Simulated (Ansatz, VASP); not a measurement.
**Two plane-wave programs on AlN**

The input POSCAR:

```
AlN
1.0
    0.0109245031      2.1849006282      2.1849006282
    2.1849006282      0.0109245031      2.1849006282
    2.1958251313      2.1958251313      0.0000000000
Al N
1 1
Direct
    0.0000000000      0.0000000000      0.0000000000
    0.7500000000      0.7500000000      0.7500000000
```

The input INCAR.step1:

```
SYSTEM = AlN
ALGO     = Normal         ! electronic algorithm
EDIFF    = 1E-4           ! SCF threshold, eV
ENCUT    = 520            ! plane-wave cutoff, eV
GGA      = PE             ! functional
ISMEAR   = 0              ! smearing method
LASPH    = .TRUE.         ! aspherical terms in the spheres
LCHARG   = .FALSE.        ! write CHGCAR
LREAL    = .FALSE.        ! projectors in reciprocal space
LWAVE    = .TRUE.         ! write WAVECAR
NBANDS   = 11             ! bands
NELM     = 80             ! most SCF steps
PREC     = Accurate       ! precision mode
SIGMA    = 0.05           ! smearing width, eV
```

The input INCAR.step2:

```
SYSTEM = AlN
ALGO     = Normal         ! electronic algorithm
EDIFF    = 1E-7           ! SCF threshold, eV
ENCUT    = 520            ! plane-wave cutoff, eV
ISIF     = 2              ! what is computed and relaxed
ISMEAR   = 0              ! smearing method
ISTART   = 1            
LASPH    = .TRUE.         ! aspherical terms in the spheres
LCHARG   = .FALSE.        ! write CHGCAR
LMIXTAU  = .TRUE.       
LREAL    = .FALSE.        ! projectors in reciprocal space
LWAVE    = .FALSE.        ! write WAVECAR
METAGGA  = R2SCAN         ! meta-GGA
NBANDS   = 11             ! bands
NELM     = 80             ! most SCF steps
PREC     = Accurate       ! precision mode
SIGMA    = 0.05           ! smearing width, eV
```

KPOINTS

```
k-points
0
G
  10 10 10
  0 0 0
```

Input for Ansatz:

```yaml
crystal:
  lattice:
    - [0.0109245031, 2.1849006282, 2.1849006282]
    - [2.1849006282, 0.0109245031, 2.1849006282]
    - [2.1958251313, 2.1958251313, 0.0]
  atoms:
    - { symbol: Al, position: [0.0, 0.0, 0.0] }
    - { symbol: "N", position: [0.75, 0.75, 0.75] }
basis:
  ecutwfc: 500
kpoints:
  mp_grid: { grid: [10, 10, 10] }
hamiltonian:
  xc: r2scan
scf:
  occupations: { method: gaussian, width: 0.05 }
output:
  forces: true
  stress: true
  eigenvalues: true
```

Change from the starting cell: strain +0.0100 x Voigt [0, 0, 0, 0, 0, 1], atoms carried along.

Alike in both runs: task single point; functional r2SCAN; k mesh 10 × 10 × 10; occupations gaussian, width 0.05 eV; no spin polarisation.

|  | VASP | Ansatz |
| --- | --- | --- |
| version | VASP 6.6.1 | Ansatz 0.2.0 |
| potentials or method | VASP PAW PBE potentials, release 64 (Al, N), cutoff 520 eV | scalar-relativistic, plane waves, PAW |
| valence electrons in the cell | 8 | 8 |

VASP gave:

| Property | Result |
| --- | --- |
| gap on the k mesh at the Fermi level (eV) | 3.90 |
| least direct gap on the mesh (eV) | 4.85 |
| pressure (GPa) | -0.4 |
| traceless stress, the component that is largest in VASP (GPa) | -2.37 |
| rms of the force components (eV/Å) | 0.050 |

Q: Which values does Ansatz return?

A: gap on the k mesh at the Fermi level (eV): 3.91; least direct gap on the mesh (eV): 4.81; pressure (GPa): 0.0; traceless stress, the component that is largest in VASP (GPa): -2.34; rms of the force components (eV/Å): 0.050.

VASP's potentials were made for PBE, not for r2SCAN. Atom by atom the forces differ by 0.001 eV/Å (rms over components). With one functional, cell and mesh, what is left measures potentials, basis and numerics.
